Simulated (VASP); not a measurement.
# Cu: electric field gradients with PBEsol

Cu:

```
Cu
1.0
     0.01808    1.81654    1.81654
     1.81654    0.01808    1.81654
     1.81654    1.81654    0.01808
Cu
1
Direct
  0.00000 0.00000 0.00000
```

This cell differs from its parent crystal: equal xy, yz and zx shear strains of +1 %.

```json
{"Program": "VASP 6.6.1", "Task": "electric field gradients", "Functional": "PBEsol", "Potentials or basis": "VASP PAW PBE potentials, release 64 (Cu)", "Cutoff": "520 eV", "k mesh": "19 × 19 × 19", "Occupations": "fermi-dirac, width 0.08 eV", "Spin": "no spin polarisation", "Dipole correction": "no", "Further INCAR settings": "ALGO = Normal; EDIFF = 1e-08; NBANDS = 12"}
```

```yaml
Pressure: -5.8 GPa
```

Stress tensor (GPa, compression positive):
```
-5.80 -0.71 -0.71
-0.71 -5.80 -0.71
-0.71 -0.71 -5.80
```

Levels at points of the mesh, in eV from the Fermi level:
```
           k point  band 2  band 3  band 4  band 5  band 6  band 7  band 8  band 9  band 10  band 11
(0.00, 0.00, 0.00)   -3.11   -3.04   -3.04   -2.23   -2.23   22.50   24.73   25.42    25.42    27.22
```

Electric field gradients, principal values (V/Å²):
```csv
atom,least,middle,greatest (by size)
1 Cu,-0.313,-0.313,0.626
```

It took 38 s on 1 thread of Intel(R) Xeon(R) 6975P-C (Granite Rapids) (shared host), peak memory 0.2 GiB.

Caveat: the cell differs from its parent crystal (equal xy, yz and zx shear strains of +1 %); without QUAD_EFG the Cq values of the log hold for a quadrupole moment of 1 mb, not for the nuclei; the PAW data sets were made with another functional, which shifts forces and pressure a little.
